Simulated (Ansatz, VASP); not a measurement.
# Two plane-wave programs on LiF

```
CELL_PARAMETERS angstrom
3.15996 0.00000 0.00000
-1.57998 2.73661 0.00000
0.00000 0.00000 4.79682
ATOMIC_POSITIONS crystal
Li 0.33333 0.66667 0.34027
Li 0.66667 0.33333 0.84027
F 0.33333 0.66667 0.99393
F 0.66667 0.33333 0.49393
```

Alike in both runs: task single point; functional PBE; k mesh 9 × 9 × 6; occupations gaussian, width 0.05 eV; no spin polarisation.

|  | VASP | Ansatz |
| --- | --- | --- |
| version | VASP 6.6.1 | Ansatz 0.2.0 |
| potentials or method | VASP PAW PBE potentials, release 64 (Li_sv, F), cutoff 520 eV | scalar-relativistic, plane waves, PAW |
| valence electrons in the cell | 20 | 20 |

|  | VASP | Ansatz | Ansatz less VASP |
| --- | --- | --- | --- |
| gap on the k mesh at the Fermi level (eV) | 7.61 | 7.62 | +0.012 |
| least direct gap on the mesh (eV) | 7.61 | 7.62 | +0.012 |
| rms of the force components (eV/Å) | 0.793 | 0.750 | -0.0438 |

Atom by atom the forces differ by 0.044 eV/Å (rms over components).

Noted on VASP's run: the cutoff is short for stress, so the pressure is rough.
